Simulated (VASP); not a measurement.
Input of a VASP 6.6.1 run:

Contents of POSCAR:

```
Ag
1.0
   -1.6395304194      1.6395304194      1.6395304194
    1.6395304194     -1.6395304194      1.6395304194
    1.6395304194      1.6395304194     -1.6395304194
Ag
1
Direct
    0.0000000000      0.0000000000      0.0000000000
```

Contents of INCAR.step1:

```
SYSTEM = Ag
PREC = Accurate
ENCUT = 520
ISMEAR = 0
SIGMA = 0.1
LREAL = .FALSE.
LASPH = .TRUE.
NELM = 60
NBANDS = 12
GGA = PE
ALGO = Normal
EDIFF = 1E-4
LWAVE = .TRUE.
LCHARG = .FALSE.
```

Contents of INCAR.step2:

```
SYSTEM = Ag
PREC = Accurate
ENCUT = 520
EDIFF = 1E-6
ISMEAR = 0
SIGMA = 0.1
LREAL = .FALSE.
LASPH = .TRUE.
NELM = 60
ALGO = Normal
ISIF = 2
LWAVE = .FALSE.
LCHARG = .TRUE.
METAGGA = R2SCAN
LMIXTAU = .TRUE.
LELF = .TRUE.
LVHAR = .TRUE.
NBANDS = 12
ISTART = 1
```

File KPOINTS:

```
regular mesh
0
G
  18 18 18
  0 0 0
```

Potentials or basis: VASP PAW PBE potentials, release 64 (Ag).

Command:

```sh
$ cat potpaw_PBE.64/Ag/POTCAR > POTCAR
$ cp INCAR.step1 INCAR
$ mpirun -np 1 vasp_std > vasp.out
$ cp INCAR.step2 INCAR
$ mpirun -np 1 vasp_std > vasp.out
```

Estimate the pressure.

-0.8 GPa.

Estimate the band gap on the k mesh.

zero (an odd number of electrons rules out a gap without spin polarisation).

Caveat: the PAW data sets were made with another functional, which shifts forces and pressure a little.
